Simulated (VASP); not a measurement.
Runs of VASP 6.6.1 on ZnSe. The structure is that of space group F-43m (No. 216), or close to it. The cells are those of the table. 

```csv
cell,gap on the mesh (eV),pressure (GPa)
"a = 4.014 Å, angles 60.0°, 2 atoms",1.05,-3.4
"a = 3.856 Å, angles 60.0°, 2 atoms",(b),5.6
"a = 3.937 Å, angles 60.0°, 2 atoms",1.29,0.4
"a = 3.815 Å, angles 60.0°, 2 atoms",1.70,8.9
"a = 4.051 Å, angles 60.0°, 2 atoms",0.94,(a)
"a = 3.976 Å, angles 60.0°, 2 atoms",(d),(c)
"a = 3.897 Å, angles 60.0°, 2 atoms",1.42,2.8
```

Alike in all rows: task single point; level LDA; potentials or basis VASP PAW LDA potentials, release 64 (Zn, Se); no spin polarisation; k mesh 8 × 8 × 8; cutoff (eV) 500; smearing gaussian 0.02 eV.

Question: Estimate the missing entries.

Answer: (a) -4.8; (b) 1.56; (c) -1.6; (d) 1.17.

Caveats: the cell stands under tension (at least some runs); the cell stands under pressure (at least some runs).

A k mesh can miss the band edges, and the runs leave out spin-orbit coupling on Se.
